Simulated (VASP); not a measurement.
**SnO2: single point with PBE+D3(BJ)**

SnO2:

```
Sn O
1.0
     3.23783    0.00000    0.00000
    -1.61892    2.80405    0.00000
     0.00000    0.00000   10.41883
Sn O
2 4
Direct
  0.88302 0.00000 0.50000
  0.11698 0.00000 0.00000
  0.54821 0.33333 0.40179
  0.78513 0.33333 0.09821
  0.21487 0.66667 0.59821
  0.45179 0.66667 0.90179
```

```
Program                : VASP 6.6.1
Task                   : single point
Functional             : PBE
Dispersion             : D3(BJ)
Potentials or basis    : VASP PAW PBE potentials, release 64 (Sn_d, O)
Cutoff                 : 520 eV
k mesh                 : 12 × 12 × 4
Occupations            : gaussian, width 0.05 eV
Spin                   : no spin polarisation
Dipole correction      : no
Further INCAR settings : ALGO = Normal; EDIFF = 1e-06; NBANDS = 35
```

```
Pressure                   : -2.8 GPa
Largest force              : 0.188 eV/Å
Band gap on the k mesh     : 1.97 eV, indirect (least direct gap 2.28 eV)
Dispersion energy per atom : -0.160 eV
```

Forces on the atoms (eV/Å):
```
Sn  -0.066  0.000  0.000
Sn   0.066  0.000  0.000
O    0.003 -0.004  0.188
O   -0.003 -0.004 -0.188
O    0.003  0.004 -0.188
O   -0.003  0.004  0.188
```

Stress tensor (GPa, compression positive):
```
-2.94  0.00  0.00
 0.00 -3.10  0.00
 0.00  0.00 -2.27
```

Levels at points of the mesh, in eV from the valence-band top:
| k point | band 24 | band 25 | band 26 | band 27 | band 28 | band 29 |
| --- | --- | --- | --- | --- | --- | --- |
| (0.00, 0.00, 0.00) | -0.89 | -0.88 | -0.31 | 1.97 | 2.82 | 5.37 |
| (0.50, 0.00, 0.00) | -0.54 | -0.47 | -0.10 | 5.00 | 5.11 | 6.90 |
| (0.00, 0.50, 0.00) | -0.55 | -0.52 | -0.06 | 4.99 | 5.13 | 6.85 |
| (0.00, 0.00, 0.50) | -0.89 | -0.72 | -0.72 | 2.41 | 2.41 | 5.55 |
| (0.50, 0.00, 0.50) | -0.56 | -0.27 | -0.27 | 5.06 | 5.06 | 7.14 |
| (0.00, 0.50, 0.50) | -0.56 | -0.26 | -0.26 | 5.06 | 5.06 | 7.16 |

It took 9.6 min on 1 thread of Oxide Virtual Turin-like Processor, on a shared host, peak memory 0.41 GiB.

Caveat: spin-orbit coupling is left out, which moves the levels of the heavy elements. A hybrid or GW would open this gap; PBE tends to underestimate it.
